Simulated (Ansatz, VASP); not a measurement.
One calculation of SnO, two programs

Contents of INCAR:

```
  PREC = Accurate
  ENCUT = 1340
  EDIFF = 1E-6
  ISMEAR = 0
  SIGMA = 0.01
  LREAL = F
  LASPH = T
  NELM = 120
  ALGO = Normal
  ISIF = 2
  LWAVE = F
  LCHARG = T
  LELF = T
  LVHAR = T
  NBANDS = 28
  GGA_COMPAT = F
```

File KPOINTS:

```
Automatic mesh
0
Gamma
  4 3 3
```

The input POSCAR:

```
SnO
1.0
    3.3550050000      0.0000000000      0.0000000000
    0.0000000000      5.6741040000      0.0000000000
    0.0000000000      0.0000000000      4.2219700000
Sn O
2 2
Direct
   -0.0045268399      0.2038794374      0.4890831276
    0.4977884766      0.7507758150     -0.0111088656
   -0.0033820217      0.8838557491      0.7370856980
    0.4961185163      0.0713522435      0.2380684517
```

Input for Ansatz:

```yaml
crystal:
  lattice:
    - [3.355005, 0.0, 0.0]
    - [0.0, 5.674104, 0.0]
    - [0.0, 0.0, 4.22197]
  atoms:
    - { symbol: Sn, position: [-0.004526839940264179, 0.20387943742522946, 0.4890831276443896] }
    - { symbol: Sn, position: [0.49778847660031017, 0.7507758149717383, -0.011108865581978525] }
    - { symbol: O, position: [-0.0033820217458315036, 0.88385574912414, 0.7370856979709028] }
    - { symbol: O, position: [0.496118516274519, 0.07135224350498917, 0.2380684517022454] }
kpoints:
  mp_grid:
    grid: [4, 3, 3]
hamiltonian:
  xc: lda
scf:
  occupations:
    method: fixed
output:
  forces: true
```

Alike in both runs: task single point; functional LDA; k mesh 4 × 3 × 3; no spin polarisation.

|  | VASP | Ansatz |
| --- | --- | --- |
| version | VASP 6.6.1 | Ansatz 0.2.0 |
| potentials or method | VASP PAW LDA potentials, release 64 (Sn_d, O_h) | plane waves, PAW |
| plane-wave cutoff (eV) | 1340 | 420 |
| occupations | gaussian, width 0.01 eV | fixed |
| valence electrons in the cell | 40 | 40 |

```csv
,VASP,Ansatz,Ansatz less VASP
rms of the force components (eV/Å),0.053,0.023,-0.0301
```

LDA's correlation is that of Perdew and Zunger in VASP and of Perdew and Wang (1992) in Ansatz. Atom by atom the forces differ by 0.044 eV/Å (rms over components).

The k mesh is coarse, so the values compare programs but aren't converged.
